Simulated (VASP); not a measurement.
# BeS (F-43m) in VASP: notebook, part 2 of 2

VASP 6.6.1.

## 4. Single point, PBE (volume scaled by 0.91)

File INCAR:

```
PREC = Accurate ; ENCUT = 520
EDIFF = 1E-7 ; ISMEAR = 0
SIGMA = 0.02 ; LREAL = False
LASPH = True ; NELM = 100
ALGO = Normal ; ISIF = 2
LWAVE = False ; LCHARG = False
GGA = PE ; NBANDS = 11
```

File KPOINTS:

```
Automatic mesh
0
Gamma
  8 8 8
```

File POSCAR:

```
BeS
1.0
    0.0000000000      2.3624704181      2.3624704181
    2.3624704181      0.0000000000      2.3624704181
    2.3624704181      2.3624704181      0.0000000000
Be S
1 1
Direct
    0.0000000000      0.0000000000      0.0000000000
    0.2500000000      0.2500000000      0.2500000000
```

Potentials or basis: VASP PAW PBE potentials, release 64 (Be, S).

On the command line:

```console
$ cat potpaw_PBE.64/Be/POTCAR potpaw_PBE.64/S/POTCAR > POTCAR
$ mpirun -np 1 vasp_std > vasp.out
```

OUTCAR:

```text
PREC = Accurate
   ENCUT = 520
   EDIFF = 1E-7
   ISMEAR = 0
   LREAL = False
   LASPH = True
   NELM = 100
   ISIF = 2
   GGA = PE

 ion  position               nearest neighbor table
   1  0.000  0.000  0.000-   2 2.05   2 2.05   2 2.05   2 2.05
   2  0.250  0.250  0.250-   1 2.05   1 2.05   1 2.05   1 2.05

  LATTYP: Found a face centered cubic cell.
 ALAT       =     4.7249408362

  Lattice vectors:

 A1 = (   0.0000000000,   2.3624704181,   2.3624704181)
 A2 = (   2.3624704181,   0.0000000000,   2.3624704181)
[... 514 lines left out ...]
      7      14.5152      0.00000
      8      15.8947      0.00000
      9      16.7994      0.00000
     10      20.8250      0.00000
     11      21.6499      0.00000

 [... further k-points ...]
[... 5 lines left out ...]
  --------------------------------------------------------------------------------------
  -------------------------------------------------------------------------------------
  Total        1.7270484      1.7270484      1.7270484     -0.0000000      0.0000000      0.0000000
  in kB      104.9266838    104.9266838    104.9266838     -0.0000000      0.0000000      0.0000000
  external PRESSURE =     104.9266838 kB  Pullay stress =       0.0000000 kB

 VOLUME and BASIS-vectors are now :
 -----------------------------------------------------------------------------
  energy-cutoff  :      520.00
  volume of cell :       26.37
      direct lattice vectors                 reciprocal lattice vectors
     0.000000000  2.362470418  2.362470418    -0.211642862  0.211642862  0.211642862
     2.362470418  0.000000000  2.362470418     0.211642862 -0.211642862  0.211642862
     2.362470418  2.362470418  0.000000000     0.211642862  0.211642862 -0.211642862

 POSITION                                       TOTAL-FORCE (eV/Angst)
 -----------------------------------------------------------------------------------
      0.00000      0.00000      0.00000         0.000000      0.000000      0.000000
      1.18124      1.18124      1.18124        -0.000000     -0.000000     -0.000000
 -----------------------------------------------------------------------------------
    total drift:                               -0.000000     -0.000000     -0.000000

  FREE ENERGIE OF THE ION-ELECTRON SYSTEM (eV)
  ---------------------------------------------------
  free  energy   TOTEN  =        -9.9331392307 eV

  energy  without entropy=       -9.9331392307  energy(sigma->0) =       -9.93313923
```

OSZICAR:

```text
N       E                     dE             d eps       ncg     rms          rms(c)
DAV:   1     0.204555416502E+02    0.20456E+02   -0.38842E+03   646   0.632E+02
DAV:   2    -0.908569351060E+01   -0.29541E+02   -0.28101E+02   837   0.119E+02
DAV:   3    -0.101501248239E+02   -0.10644E+01   -0.10628E+01   830   0.222E+01
DAV:   4    -0.101563859002E+02   -0.62611E-02   -0.62601E-02   762   0.201E+00
DAV:   5    -0.101564360707E+02   -0.50171E-04   -0.50170E-04   859   0.175E-01    0.633E+00
DAV:   6    -0.998814291472E+01    0.16829E+00   -0.11476E-01   757   0.177E+00    0.427E+00
DAV:   7    -0.993205527184E+01    0.56088E-01   -0.15307E-01   833   0.212E+00    0.958E-01
DAV:   8    -0.993304616262E+01   -0.99089E-03   -0.71508E-03   762   0.471E-01    0.150E-01
DAV:   9    -0.993311221422E+01   -0.66052E-04   -0.45552E-04   804   0.139E-01    0.361E-02
DAV:  10    -0.993313014171E+01   -0.17927E-04   -0.35384E-05   773   0.336E-02    0.108E-02
DAV:  11    -0.993313897000E+01   -0.88283E-05   -0.14152E-05   731   0.222E-02    0.839E-03
DAV:  12    -0.993313916538E+01   -0.19538E-06   -0.22442E-07   783   0.345E-03    0.223E-03
DAV:  13    -0.993313926813E+01   -0.10275E-06   -0.75648E-08   731   0.155E-03    0.265E-03
DAV:  14    -0.993313923075E+01    0.37384E-07   -0.49522E-09   373   0.365E-04
   1 F= -.99331392E+01 E0= -.99331392E+01  d E =-.757401E-23
```

Run time: 12 s. Hardware: 1 thread of Intel Xeon Platinum 8259CL at 2.50GHz (Skylake/Cascade Lake), shared host; peak memory 0.15 GiB.

What came out:

- Free energy: -9.9331 eV
- Pressure: 10.5 GPa
- Band gap on the k mesh: 2.92 eV, indirect (least direct gap 5.62 eV)

Levels at points of the mesh, in eV from the valence-band top:
| k point | band 1 | band 2 | band 3 | band 4 | band 5 | band 6 | band 7 | band 8 | band 9 |
| --- | --- | --- | --- | --- | --- | --- | --- | --- | --- |
| (0.00, 0.00, 0.00) | -14.25 | 0.00 | 0.00 | 0.00 | 5.62 | 5.62 | 5.62 | 6.57 | 12.96 |
| (0.50, 0.00, 0.00) | -12.41 | -6.32 | -1.15 | -1.15 | 5.76 | 6.53 | 6.53 | 11.56 | 15.30 |
| (0.50, 0.50, 0.00) | -11.79 | -5.44 | -2.92 | -2.92 | 2.92 | 4.83 | 13.42 | 13.42 | 16.64 |

## 5. Summary

| cell | k mesh | smearing | gap on the mesh (eV) | pressure (GPa) |
| --- | --- | --- | --- | --- |
| a = 3.429 Å, angles 60.0°, 2 atoms | 6 × 6 × 6 | gaussian 0.1 eV | 3.11 | 1.6 |
| a = 3.377 Å, angles 60.0°, 2 atoms | 8 × 8 × 8 | gaussian 0.02 eV | 3.00 | 6.5 |
| a = 3.341 Å, angles 60.0°, 2 atoms | 8 × 8 × 8 | gaussian 0.02 eV | 2.92 | 10.5 |

Alike in all rows: task single point; level PBE; potentials or basis VASP PAW PBE potentials, release 64 (Be, S); no spin polarisation; cutoff (eV) 520.

Absolute energies hang on the potentials; compare differences alone.
